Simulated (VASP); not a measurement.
The system is CsI.

```
CELL_PARAMETERS angstrom
4.60812 0.00000 0.00000
0.00000 4.60812 0.00000
0.00000 0.00000 4.60812
ATOMIC_POSITIONS crystal
Cs 0.00000 0.00000 0.00000
I 0.50000 0.50000 0.50000
```

Base run:

| Item | Value |
| --- | --- |
| Program | VASP 6.6.1 |
| Functional | r2SCAN0 |
| Potentials or basis | VASP PAW PBE potentials, release 64 (Cs_sv, I) |
| Cutoff | 440 eV |
| k mesh | 4 × 4 × 4 |
| Occupations | gaussian, width 0.01 eV |
| Spin | no spin polarisation |

Its results: band gap on the k mesh 5.87 eV (least direct gap 5.97 eV); pressure -0.1 GPa.

The run is repeated on the same cell with these changes: functional from r2SCAN0 to HSE06; cutoff from 440 eV to 400 eV. What comes out?

Band gap on the k mesh 4.78 eV (least direct gap 4.88 eV); pressure 0.2 GPa.

Caveats: the PAW data sets were made with another functional, which shifts forces and pressure a little; spin-orbit coupling is left out, which moves the levels of the heavy elements.

A k mesh can miss the band edges.
